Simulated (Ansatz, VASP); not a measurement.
One calculation of AsPb4, two programs

The input INCAR:

```
PREC = Accurate
ENCUT = 520
EDIFF = 1E-6
ISMEAR = 0
SIGMA = 0.1
LREAL = F
LASPH = T
NELM = 80
ALGO = Normal
ISIF = 2
LWAVE = F
LCHARG = F
GGA = PE
NBANDS = 38
```

File KPOINTS:

```
regular mesh
0
Gamma
  4 4 4
```

The input POSCAR:

```
AsPb4
1.0
   -3.2775118600      3.2775118600      3.2775118600
    3.2775118600     -3.2775118600      3.2775118600
    3.2775118600      3.2775118600     -3.2775118600
As Pb
1 4
Direct
    0.0000000000      0.0000000000      0.0000000000
    0.5000000000      0.5000000000      0.5000000000
    0.5000000000      0.0000000000      0.0000000000
    0.0000000000      0.0000000000      0.5000000000
    0.0000000000      0.5000000000      0.0000000000
```

Input for Ansatz:

```yaml
crystal:
  lattice:
    - [-3.27751186, 3.27751186, 3.27751186]
    - [3.27751186, -3.27751186, 3.27751186]
    - [3.27751186, 3.27751186, -3.27751186]
  atoms:
    - { symbol: As, position: [0.0, 0.0, 0.0] }
    - { symbol: Pb, position: [0.5, 0.5, 0.5] }
    - { symbol: Pb, position: [0.5, 0.0, 0.0] }
    - { symbol: Pb, position: [0.0, 0.0, 0.5] }
    - { symbol: Pb, position: [0.0, 0.5, 0.0] }
basis:
  ecutwfc: 420
kpoints:
  mp_grid: { grid: [4, 4, 4] }
hamiltonian:
  xc: pbe
scf:
  occupations: { method: gaussian, width: 0.1 }
  lower_state_search: "off"
output:
  forces: true
  stress: true
  eigenvalues: true
```

Change from the starting cell: species swapped into the Hg4Pt type (Im-3m, No. 229).

Alike in both runs: task single point; functional PBE; k mesh 4 × 4 × 4; occupations gaussian, width 0.1 eV; no spin polarisation.

|  | VASP | Ansatz |
| --- | --- | --- |
| version | VASP 6.6.1 | Ansatz 0.2.0 |
| potentials or method | VASP PAW PBE potentials, release 64 (As, Pb_d), cutoff 520 eV | scalar-relativistic, plane waves, PAW |
| valence electrons in the cell | 61 | 71 |

```tsv
	VASP	Ansatz	Ansatz less VASP
gap on the k mesh at the Fermi level (eV)	none	none	-
pressure (GPa)	11.7	11.7	+0.01
```

A gap of «none» marks a metal or a gap that the smearing closes. The functional is the same, so the differences come from potentials, cutoffs and numerics. VASP's potentials hold 61 valence electrons a cell and Ansatz's 71, so a difference there can come from the potentials and not from the codes.

Spin-orbit coupling is off throughout.
